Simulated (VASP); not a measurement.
## ZrC: single point with PBEsol

The system is ZrC.

```xyz
2
Lattice="0.0000 2.2797 2.2797 2.2797 0.0000 2.2797 2.2797 2.2797 0.0000" Properties=species:S:1:pos:R:3 pbc="T T T"
Zr    2.2797    2.2797    2.2797
C     0.0000    0.0000    0.0000
```

This cell differs from its parent crystal: strain -0.030 along x and y, -0.030 along z.

```json
{"Program": "VASP 6.6.1", "Task": "single point", "Functional": "PBEsol", "Potentials or basis": "VASP PAW PBE potentials, release 64 (Zr_sv, C)", "Cutoff": "520 eV", "k mesh": "18 × 18 × 18", "Occupations": "gaussian, width 0.15 eV", "Spin": "no spin polarisation", "Dipole correction": "no", "Further INCAR settings": "ALGO = Normal; EDIFF = 1e-07; NBANDS = 15"}
```

- Pressure: 19.9 GPa
- Band gap on the k mesh: zero (band 8 reaches 11.55 eV, above the bottom of band 9 at 10.19 eV)

Levels at points of the mesh, in eV from the Fermi level:
```
           k point  band 4  band 5  band 6  band 7  band 8  band 9  band 10  band 11  band 12  band 13
(0.00, 0.00, 0.00)  -25.31  -11.60    0.96    0.96    0.96    1.06     1.06     1.06     3.05     3.05
(0.50, 0.00, 0.00)  -25.42   -7.99   -5.71   -3.28   -3.28    4.99     4.99     5.91     6.87    11.30
(0.50, 0.50, 0.00)  -25.71  -10.52   -2.15   -1.88    0.17    0.17     4.95     6.35     6.35     9.23
```

Wall time 20 s on 1 thread of Intel(R) Xeon(R) 6975P-C (Granite Rapids), with other jobs on the host, peak memory 0.19 GiB.

Caveat: the cell differs from its parent crystal (strain -0.030 along x and y, -0.030 along z); the PAW data sets were made with another functional, which shifts forces and pressure a little.
